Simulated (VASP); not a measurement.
# AgI (P6_3mc) in VASP: further runs, part 2 of 3

VASP 6.6.1.

### 3 Single point, PBE (biaxial strain in the a-b plane: +3.0 %)

Input file INCAR:

```
SYSTEM = AgI
PREC     = Accurate       ! precision mode
ENCUT    = 500            ! plane-wave cutoff, eV
EDIFF    = 1E-6           ! SCF threshold, eV
ISMEAR   = 0              ! smearing method
SIGMA    = 0.02           ! smearing width, eV
LREAL    = .False.        ! projectors in reciprocal space
LASPH    = .True.         ! aspherical terms in the spheres
NELM     = 120            ! most SCF steps
ALGO     = Normal         ! electronic algorithm
ISIF     = 2              ! what is computed and relaxed
LWAVE    = .False.        ! write WAVECAR
LCHARG   = .False.        ! write CHGCAR
GGA      = PE             ! functional
NBANDS   = 26             ! bands
GGA_COMPAT= .False.
```

Input file KPOINTS:

```
Automatic mesh
0
Gamma
  6 6 4
  0 0 0
```

Input file POSCAR:

```
AgI
1.0
    4.8268753947      0.0000000000      0.0000000000
   -2.4134376974      4.1801967127      0.0000000000
    0.0000000000      0.0000000000      7.5232321317
Ag I
2 2
Direct
    0.3333333333      0.6666666667     -0.0012868476
    0.6666666667      0.3333333333      0.4987131524
    0.3333333333      0.6666666667      0.3811868476
    0.6666666667      0.3333333333      0.8811868476
```

Potentials or basis: VASP PAW PBE potentials, release 64 (Ag, I).

Started as:

```
$ cat potpaw_PBE.64/Ag/POTCAR potpaw_PBE.64/I/POTCAR > POTCAR
$ mpirun -np 1 vasp_std > vasp.out
```

OUTCAR:

```text
SYSTEM = AgI
   PREC = Accurate
   ENCUT = 500
   EDIFF = 1E-6
   ISMEAR = 0
   LREAL = .False.
   LASPH = .True.
   NELM = 120
   ISIF = 2
   GGA = PE

 ion  position               nearest neighbor table
   1  0.333  0.667  0.999-   3 2.88   4 2.92   4 2.92   4 2.92
   2  0.667  0.333  0.499-   4 2.88   3 2.92   3 2.92   3 2.92
   3  0.333  0.667  0.381-   1 2.88   2 2.92   2 2.92   2 2.92
   4  0.667  0.333  0.881-   2 2.88   1 2.92   1 2.92   1 2.92

  LATTYP: Found a hexagonal cell.
 ALAT       =     4.8268753947
 C/A-ratio  =     1.5586132884

  Lattice vectors:

 A1 = (   4.8268753947,   0.0000000000,   0.0000000000)
 A2 = (  -2.4134376974,   4.1801967127,   0.0000000000)
 A3 = (   0.0000000000,   0.0000000000,   7.5232321317)

Analysis of symmetry for initial positions (statically):
=====================================================================
 Subroutine PRICEL returns:
 Original cell was already a primitive cell.

 Routine SETGRP: Setting up the symmetry group for a
 hexagonal supercell.

 Subroutine GETGRP returns: Found 12 space group operations
 (whereof  6 operations were pure point group operations)
 out of a pool of 24 trial point group operations.

The static configuration has the point symmetry C_3v.
 The point group associated with its full space group is C_6v.

Analysis of symmetry for dynamics (positions and initial velocities):
=====================================================================
 Subroutine PRICEL returns:
 Original cell was already a primitive cell.

 Routine SETGRP: Setting up the symmetry group for a
 hexagonal supercell.

 Subroutine GETGRP returns: Found 12 space group operations
 (whereof  6 operations were pure point group operations)
 out of a pool of 24 trial point group operations.

The dynamic configuration has the point symmetry C_3v.
 The point group associated with its full space group is C_6v.

 Subroutine INISYM returns: Found 12 space group operations
[... 116 lines left out ...]
     AMIX     =   0.40;   BMIX     =  1.00
     AMIX_MAG =   1.60;   BMIX_MAG =  1.00
  volume/ion in A,a.u.               =      37.95       256.10
  Fermi-wavevector in a.u.,A,eV,Ry     =   1.013335  1.914926 13.971126  1.026849
  Thomas-Fermi vector in A             =   2.146498
   LORBIT       =      0    0 simple, 1 ext, 2 COOP (PROOUT), +10 PAW based schemes
   GGA     = PE    functional components
   LHFCALC =     F    Hartree Fock is set to
   AEXX    =    0.0000 exact exchange contribution
   IVDW    =     0    specifies the selected vdW correction
   LEPSILON=     F    determine dielectric tensor
   LRPA    =     F    only Hartree local field effects (RPA)
 non-spin polarized calculation
 Gauss-broadening in eV      SIGMA  =   0.02
  energy-cutoff  :      500.00
  volume of cell :      151.80
 maximum number of plane-waves:      3879
 NGX is ok and might be reduce to    36
   NGX = 17   NGY = 17   NGZ = 27

 number of electron      36.0000000 magnetization

 Free energy of the ion-electron system (eV)
  ---------------------------------------------------
  ext. energy  EPLUGINS =         0.00000000
  ---------------------------------------------------
  free energy    TOTEN  =        -9.54562091 eV

  energy without entropy =       -9.54562091  energy(sigma->0) =       -9.54562091

 E-fermi :   2.1113     XC(G=0):  -7.9589

 val. band max:        2.0164951688   @ k =   0.0000   0.0000   0.0000
 cond. band min:       3.4181245343   @ k =   0.0000   0.0000   0.0000
 fundamental gap:      1.4016293655
 Fermi energy:         2.1113277346

 k-point     1 :       0.0000    0.0000    0.0000
  band No.  band energies     occupation
      1     -10.2279      2.00000
      2      -9.9830      2.00000
      3      -1.5807      2.00000
      4      -1.5807      2.00000
      5      -1.5487      2.00000
      6      -1.4699      2.00000
[... 598 lines left out ...]
     25      10.0209      0.00000
     26      10.0211      0.00000

------------------------ aborting loop because EDIFF is reached ----------------------------------------

  FORCE on cell =-STRESS in cart. coord.  units (eV):
  Direction    XX          YY          ZZ          XY          YZ          ZX
  --------------------------------------------------------------------------------------
  -------------------------------------------------------------------------------------
  Total       -1.3481442     -1.3481442     -0.2816645      0.0000000      0.0000000      0.0000000
  in kB      -14.2291732    -14.2291732     -2.9728664      0.0000000      0.0000000      0.0000000
  external PRESSURE =     -10.4770710 kB  Pullay stress =       0.0000000 kB

 VOLUME and BASIS-vectors are now :
 -----------------------------------------------------------------------------
  energy-cutoff  :      500.00
  volume of cell :      151.80
      direct lattice vectors                 reciprocal lattice vectors
     4.826875395  0.000000000  0.000000000     0.207173361  0.119611596  0.000000000
    -2.413437697  4.180196713  0.000000000     0.000000000  0.239223192  0.000000000
     0.000000000  0.000000000  7.523232132     0.000000000  0.000000000  0.132921593

 POSITION                                       TOTAL-FORCE (eV/Angst)
 -----------------------------------------------------------------------------------
     -0.00000      2.78680      7.51355        -0.000000      0.000000     -0.042308
      2.41344      1.39340      3.75193        -0.000000     -0.000000     -0.042308
     -0.00000      2.78680      2.86776         0.000000     -0.000000      0.042308
      2.41344      1.39340      6.62937         0.000000      0.000000      0.042308
 -----------------------------------------------------------------------------------
    total drift:                               -0.000000     -0.000000     -0.001276

  FREE ENERGIE OF THE ION-ELECTRON SYSTEM (eV)
  ---------------------------------------------------
  free  energy   TOTEN  =        -9.5456209131 eV

  energy  without entropy=       -9.5456209131  energy(sigma->0) =       -9.54562091
```

stdout:

```text
POSCAR found type information on POSCAR AgI
 POSCAR found :  2 types and       4 ions
 scaLAPACK will be used
 LDA part: xc-table for (Slater+PW92), standard interpolation
 POSCAR, INCAR and KPOINTS ok, starting setup
 FFT: planning ... GRIDC
 FFT: planning ... GRID_SOFT
 FFT: planning ... GRID
 WAVECAR not read
 entering main loop
```

Wall time 31 s (1 thread of Intel Xeon 6975P-C (Granite Rapids), shared host); peak memory 0.28 GiB.

Results:

* Free energy: -9.5456 eV
* Pressure: -1.0 GPa
* Largest force: 0.042 eV/Å
* Band gap on the k mesh: 1.40 eV, direct

Forces on the atoms (eV/Å):
```
Ag   0.000  0.000 -0.042
Ag   0.000  0.000 -0.042
I    0.000  0.000  0.042
I    0.000  0.000  0.042
```

Caveat: the cell differs from its parent crystal (biaxial strain in the a-b plane: +3.0 %); spin-orbit coupling is left out, which moves the levels of the heavy elements.

### 4 Single point, PBE (biaxial strain in the a-b plane: +4.5 %, then relaxed in part)

Input file INCAR:

```
ALGO = Normal
EDIFF = 1E-6
ENCUT = 500
GGA = PE
GGA_COMPAT = False
ISIF = 2
ISMEAR = 0
LASPH = True
LCHARG = False
LREAL = False
LWAVE = False
NBANDS = 26
NELM = 120
PREC = Accurate
SIGMA = 0.02
```

Input file KPOINTS:

```
k-points
0
Gamma
  6 6 4
```

Input file POSCAR:

```
AgI
1.0
    4.8971696966      0.0000000000      0.0000000000
   -2.4485848483      4.2410733639      0.0000000000
    0.0000000000      0.0000000000      7.3208891302
Ag I
2 2
Direct
    0.3333333333      0.6666666667     -0.0084578572
    0.6666666667      0.3333333333      0.4915421428
    0.3333333333      0.6666666667      0.3883578572
    0.6666666667      0.3333333333      0.8883578572
```

Started as:

```
$ cat potpaw_PBE.64/Ag/POTCAR potpaw_PBE.64/I/POTCAR > POTCAR
$ mpirun -np 1 vasp_std > vasp.out
```

Wall time 35 s (1 thread of Intel Xeon 6975P-C (Granite Rapids), shared host); peak memory 0.27 GiB.

Results (log left out):

- Free energy: -9.5124 eV
- Pressure: -1.2 GPa
- Band gap on the k mesh: 1.41 eV, direct

Stress tensor (GPa, compression positive):
```
-1.68  0.00  0.00
 0.00 -1.68  0.00
 0.00  0.00 -0.11
```

Levels at points of the mesh, in eV from the valence-band top:
| k point | band 15 | band 16 | band 17 | band 18 | band 19 | band 20 | band 21 | band 22 |
| --- | --- | --- | --- | --- | --- | --- | --- | --- |
| (0.00, 0.00, 0.00) | -0.59 | -0.06 | 0.00 | 0.00 | 1.41 | 2.30 | 5.71 | 5.71 |
| (0.50, 0.00, 0.00) | -1.69 | -1.54 | -0.71 | -0.65 | 3.39 | 3.42 | 5.28 | 6.11 |
| (0.00, 0.00, 0.50) | -0.30 | -0.30 | -0.30 | -0.30 | 2.58 | 2.58 | 5.83 | 5.83 |
| (0.50, 0.00, 0.50) | -1.08 | -1.08 | -0.75 | -0.75 | 3.50 | 3.50 | 4.99 | 4.99 |

Caveat: the cell differs from its parent crystal (biaxial strain in the a-b plane: +4.5 %, then relaxed in part); spin-orbit coupling is left out, which moves the levels of the heavy elements.

### 5 Single point, PBE

This run uses another cell than the first one, of 38.01 Å³/atom, 1.143 times its volume.

Input file INCAR:

```
SYSTEM = AgI
PREC     = Accurate       ! precision mode
ENCUT    = 500            ! plane-wave cutoff, eV
EDIFF    = 1E-6           ! SCF threshold, eV
ISMEAR   = 0              ! smearing method
SIGMA    = 0.02           ! smearing width, eV
LREAL    = .FALSE.        ! projectors in reciprocal space
LASPH    = .TRUE.         ! aspherical terms in the spheres
NELM     = 120            ! most SCF steps
ALGO     = Normal         ! electronic algorithm
ISIF     = 2              ! what is computed and relaxed
LWAVE    = .FALSE.        ! write WAVECAR
LCHARG   = .TRUE.         ! write CHGCAR
GGA      = PE             ! functional
LELF     = .TRUE.         ! ELF
LVHAR    = .TRUE.       
NBANDS   = 26             ! bands
GGA_COMPAT= .FALSE.
```

Input file KPOINTS:

```
regular mesh
0
G
  6 6 4
  0 0 0
```

POSCAR is that of step 4.

Potentials or basis: VASP PAW PBE potentials, release 64 (Ag, I).

Started as:

```
$ cat potpaw_PBE.64/Ag/POTCAR potpaw_PBE.64/I/POTCAR > POTCAR
$ mpirun -np 1 vasp_std > vasp.out
```

OUTCAR:

```text
SYSTEM = AgI
   PREC = Accurate
   ENCUT = 500
   EDIFF = 1E-6
   ISMEAR = 0
   LREAL = .FALSE.
   LASPH = .TRUE.
   NELM = 120
   ISIF = 2
   GGA = PE

 ion  position               nearest neighbor table
   1  0.333  0.667  0.992-   3 2.91   4 2.93   4 2.93   4 2.93
   2  0.667  0.333  0.492-   4 2.91   3 2.93   3 2.93   3 2.93
   3  0.333  0.667  0.388-   1 2.91   2 2.93   2 2.93   2 2.93
   4  0.667  0.333  0.888-   2 2.91   1 2.93   1 2.93   1 2.93

  LATTYP: Found a hexagonal cell.
 ALAT       =     4.8971696966
 C/A-ratio  =     1.4949224927

  Lattice vectors:

 A1 = (   4.8971696966,   0.0000000000,   0.0000000000)
 A2 = (  -2.4485848483,   4.2410733639,   0.0000000000)
 A3 = (   0.0000000000,   0.0000000000,   7.3208891302)

Analysis of symmetry for initial positions (statically):
=====================================================================
 Subroutine PRICEL returns:
 Original cell was already a primitive cell.

 Routine SETGRP: Setting up the symmetry group for a
 hexagonal supercell.

 Subroutine GETGRP returns: Found 12 space group operations
 (whereof  6 operations were pure point group operations)
 out of a pool of 24 trial point group operations.

The static configuration has the point symmetry C_3v.
 The point group associated with its full space group is C_6v.

Analysis of symmetry for dynamics (positions and initial velocities):
=====================================================================
 Subroutine PRICEL returns:
 Original cell was already a primitive cell.

 Routine SETGRP: Setting up the symmetry group for a
 hexagonal supercell.

 Subroutine GETGRP returns: Found 12 space group operations
 (whereof  6 operations were pure point group operations)
 out of a pool of 24 trial point group operations.

The dynamic configuration has the point symmetry C_3v.
 The point group associated with its full space group is C_6v.

 Subroutine INISYM returns: Found 12 space group operations
 (whereof  6 operations are pure point group operations),
 and found     1 'primitive' translations

----------------------------------------------------------------------------------------

                                     Primitive cell

  volume of cell :     152.0494

  direct lattice vectors                    reciprocal lattice vectors
     4.897169697  0.000000000  0.000000000     0.204199581  0.117894683  0.000000000
    -2.448584848  4.241073364  0.000000000     0.000000000  0.235789366  0.000000000
     0.000000000  0.000000000  7.320889130     0.000000000  0.000000000  0.136595430

  length of vectors
     4.897169697  4.897169697  7.320889130     0.235789366  0.235789366  0.136595430

  position of ions in fractional coordinates (direct lattice)
     0.333333333  0.666666667  0.991542143
     0.666666667  0.333333333  0.491542143
     0.333333333  0.666666667  0.388357857
     0.666666667  0.333333333  0.888357857

  ion indices of the primitive-cell ions
   primitive index   ion index
                 1           1
                 2           2
                 3           3
                 4           4

----------------------------------------------------------------------------------------

 KPOINTS: regular mesh

Automatic generation of k-mesh.
 Grid dimensions read from file:
 generate k-points for:    6    6    4

 Generating k-lattice:

  Cartesian coordinates                     Fractional coordinates (reciprocal lattice)
     0.034033263  0.019649114  0.000000000     0.166666667 -0.000000000  0.000000000
     0.000000000  0.039298228  0.000000000     0.000000000  0.166666667  0.000000000
     0.000000000  0.000000000  0.034148858     0.000000000  0.000000000  0.250000000

  Length of vectors
     0.039298228  0.039298228  0.034148858

  Shift w.r.t. Gamma in fractional coordinates (k-lattice)
     0.000000000  0.000000000  0.000000000

 Subroutine IBZKPT returns following result:
 ===========================================

 Found     21 irreducible k-points:

 Following reciprocal coordinates:
            Coordinates               Weight
  0.000000  0.000000  0.000000      1.000000
  0.166667 -0.000000  0.000000      6.000000
  0.333333  0.000000  0.000000      6.000000
  0.500000  0.000000  0.000000      3.000000
  0.166667  0.166667  0.000000      6.000000
  0.333333  0.166667  0.000000     12.000000
[... 13 lines left out ...]
  0.333333  0.166667  0.500000     12.000000
  0.333333  0.333333  0.500000      2.000000
   k-points           NKPTS =     21   k-points in BZ     NKDIM =     21   number of bands    NBANDS=     26
   number of dos      NEDOS =    301   number of ions     NIONS =      4
   total plane-waves  NPLWV =  69984
   dimension x,y,z NGX =    36 NGY =   36 NGZ =   54
   dimension x,y,z NGXF=    72 NGYF=   72 NGZF=  108
   ions per type =               2   2
   NGX,Y,Z   is equivalent  to a cutoff of  12.22, 12.22, 12.26 a.u.
   NGXF,Y,Z  is equivalent  to a cutoff of  24.44, 24.44, 24.53 a.u.
 SYSTEM =  AgI
   PREC   = accura    normal or accurate (medium, high low for compatibility)
   ISTART =      0    job   : 0-new  1-cont  2-samecut
   ICHARG =      2    charge: 1-file 2-atom 10-const
   ISPIN  =      1    spin polarized calculation?
   LNONCOLLINEAR =      F non collinear calculations
   LSORBIT =      F    spin-orbit coupling
   LASPH  =      T    aspherical Exc in radial PAW
   ENCUT  =  500.0 eV  36.75 Ry    6.06 a.u.   8.93  8.93 13.35*2*pi/ulx,y,z
   NELM   =    120;   NELMIN=  2; NELMDL= -5     # of ELM steps
   EDIFF  = 0.1E-05   stopping-criterion for ELM
   LREAL  =      F    real-space projection
   EDIFFG = 0.1E-04   stopping-criterion for IOM
   NSW    =      0    number of steps for IOM
   IBRION =     -1    ionic relax: 0-MD 1-quasi-New 2-CG
   NFREE  =      0    steps in history (QN), initial steepest desc. (CG)
   ISIF   =      2    stress and relaxation
   ISYM   =      2    0-nonsym 1-usesym 2-fastsym
   POTIM  = 0.5000    time-step for ionic-motion
   TEBEG  =    0.0;   TEEND  =   0.0 temperature during run
   PSTRESS=    0.0 pullay stress
   NELECT =      36.0000    total number of electrons
   NUPDOWN=      -1.0000    fix difference up-down
   EMIN   =  10.00;   EMAX   =-10.00  energy-range for DOS
   EFERMI =   0.00;   METHOD = LEGACY
   ISMEAR =     0;   SIGMA  =   0.02  broadening in eV -4-tet -1-fermi 0-gaus
   EFERMI_NEDOS =   21; number of points for ismear=-14 and -15
   IALGO  =     38    algorithm
   IMIX   =      4    mixing-type and parameters
     AMIX     =   0.40;   BMIX     =  1.00
     AMIX_MAG =   1.60;   BMIX_MAG =  1.00
  volume/ion in A,a.u.               =      38.01       256.52
  Fermi-wavevector in a.u.,A,eV,Ry     =   1.012778  1.913872 13.955746  1.025718
  Thomas-Fermi vector in A             =   2.145907
   LORBIT       =      0    0 simple, 1 ext, 2 COOP (PROOUT), +10 PAW based schemes
   GGA     = PE    functional components
   LHFCALC =     F    Hartree Fock is set to
   AEXX    =    0.0000 exact exchange contribution
   IVDW    =     0    specifies the selected vdW correction
   LEPSILON=     F    determine dielectric tensor
   LRPA    =     F    only Hartree local field effects (RPA)
 non-spin polarized calculation
 Gauss-broadening in eV      SIGMA  =   0.02
  energy-cutoff  :      500.00
  volume of cell :      152.05
 maximum number of plane-waves:      3897
 NGX is ok and might be reduce to    36
   NGX = 17   NGY = 17   NGZ = 27

 number of electron      36.0000007 magnetization

 Free energy of the ion-electron system (eV)
  ---------------------------------------------------
  ext. energy  EPLUGINS =         0.00000000
  ---------------------------------------------------
  free energy    TOTEN  =        -9.51237382 eV

  energy without entropy =       -9.51237382  energy(sigma->0) =       -9.51237382

 E-fermi :   2.0790     XC(G=0):  -7.9538

 val. band max:        1.9756437173   @ k =   0.0000   0.0000   0.0000
 cond. band min:       3.3835991325   @ k =   0.0000   0.0000   0.0000
 fundamental gap:      1.4079554152
 Fermi energy:         2.0790024813

 k-point     1 :       0.0000    0.0000    0.0000
  band No.  band energies     occupation
      1     -10.2245      2.00000
      2      -9.9573      2.00000
      3      -1.5941      2.00000
      4      -1.5941      2.00000
      5      -1.5267      2.00000
      6      -1.5267      2.00000
[... 598 lines left out ...]
     25       9.7418      0.00000
     26       9.7418      0.00000

------------------------ aborting loop because EDIFF is reached ----------------------------------------

  FORCE on cell =-STRESS in cart. coord.  units (eV):
  Direction    XX          YY          ZZ          XY          YZ          ZX
  --------------------------------------------------------------------------------------
  -------------------------------------------------------------------------------------
  Total       -1.5953519     -1.5953519     -0.1033318      0.0000000      0.0000000      0.0000000
  in kB      -16.8105650    -16.8105650     -1.0888291      0.0000000      0.0000000      0.0000000
  external PRESSURE =     -11.5699864 kB  Pullay stress =       0.0000000 kB

 VOLUME and BASIS-vectors are now :
 -----------------------------------------------------------------------------
  energy-cutoff  :      500.00
  volume of cell :      152.05
      direct lattice vectors                 reciprocal lattice vectors
     4.897169697  0.000000000  0.000000000     0.204199581  0.117894683  0.000000000
    -2.448584848  4.241073364  0.000000000     0.000000000  0.235789366  0.000000000
     0.000000000  0.000000000  7.320889130     0.000000000  0.000000000  0.136595430

 POSITION                                       TOTAL-FORCE (eV/Angst)
 -----------------------------------------------------------------------------------
     -0.00000      2.82738      7.25897        -0.000000     -0.000000      0.001049
      2.44858      1.41369      3.59853         0.000000     -0.000000      0.001049
     -0.00000      2.82738      2.84312        -0.000000      0.000000     -0.001049
      2.44858      1.41369      6.50357         0.000000     -0.000000     -0.001049
 -----------------------------------------------------------------------------------
    total drift:                               -0.000000     -0.000000      0.000281

  FREE ENERGIE OF THE ION-ELECTRON SYSTEM (eV)
  ---------------------------------------------------
  free  energy   TOTEN  =        -9.5123738198 eV

  energy  without entropy=       -9.5123738198  energy(sigma->0) =       -9.51237382
```

It took 40 s on 1 thread of Intel Xeon 6975P-C (Granite Rapids), shared host; peak memory 0.27 GiB.

Results:

| Property | Result |
| --- | --- |
| Free energy | -9.5124 eV |
| Pressure | -1.2 GPa |
| Band gap on the k mesh | 1.41 eV, direct |

Caveat: spin-orbit coupling is left out, which moves the levels of the heavy elements.

(Part 2 of 3 ends here.)
